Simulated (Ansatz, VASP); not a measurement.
# One calculation of Sc, two programs

The input INCAR:

```
SYSTEM = Sc
PREC = Accurate
ENCUT = 520
EDIFF = 1E-8
ISMEAR = -1
SIGMA = 0.03
LREAL = .False.
LASPH = .True.
NELM = 60
ALGO = Normal
ISIF = 2
LWAVE = .False.
LCHARG = .False.
GGA = CA
LEFG = .True.
NBANDS = 12
```

Contents of KPOINTS:

```
Automatic mesh
0
Gamma
  13 13 13
  0 0 0
```

POSCAR

```
Sc
1.0
   -1.9299025810      1.9299025810      1.7289781858
    1.9299025810     -1.9299025810      1.7289781858
    1.9299025810      1.9299025810     -1.7289781858
Sc
1
Direct
    0.0000000000      0.0000000000      0.0000000000
```

Input for Ansatz:

```yaml
crystal:
  lattice:
    - [-1.929902581, 1.929902581, 1.7289781858]
    - [1.929902581, -1.929902581, 1.7289781858]
    - [1.929902581, 1.929902581, -1.7289781858]
  atoms:
    - { symbol: Sc, position: [0.0, 0.0, 0.0] }
kpoints:
  mp_grid: { grid: [13, 13, 13] }
scf:
  occupations: { method: fermi_dirac, width: 0.03 }
hamiltonian:
  xc: lda
  pseudopotentials: { kind: paw }
output:
  forces: true
  stress: true
  eigenvalues: true
  efg: { contact_densities: true }
```

Change from the starting cell: volume scaled by 1.02, PAW files.

Alike in both runs: task electric field gradients; functional LDA; k mesh 13 × 13 × 13; occupations fermi-dirac, width 0.03 eV; no spin polarisation.

|  | VASP | Ansatz |
| --- | --- | --- |
| version | VASP 6.6.1 | Ansatz 0.2.0 |
| potentials or method | VASP PAW LDA potentials, release 64 (Sc_sv) | PAW with Ansatz's default frozen-core files, scalar-relativistic |
| plane-wave cutoff (eV) | 520 | 420 |
| valence electrons in the cell | 11 | 11 |

```csv
,VASP,Ansatz,Ansatz less VASP
pressure (GPa),-6.2,-6.2,-0.04
"traceless stress, the component that is largest in VASP (GPa)",0.21,0.22,+0.006
size of Vzz on the site where it differs most (V/Å²),9.1,8.0,-1.06
```

LDA's correlation is that of Perdew and Zunger in VASP and of Perdew and Wang (1992) in Ansatz.
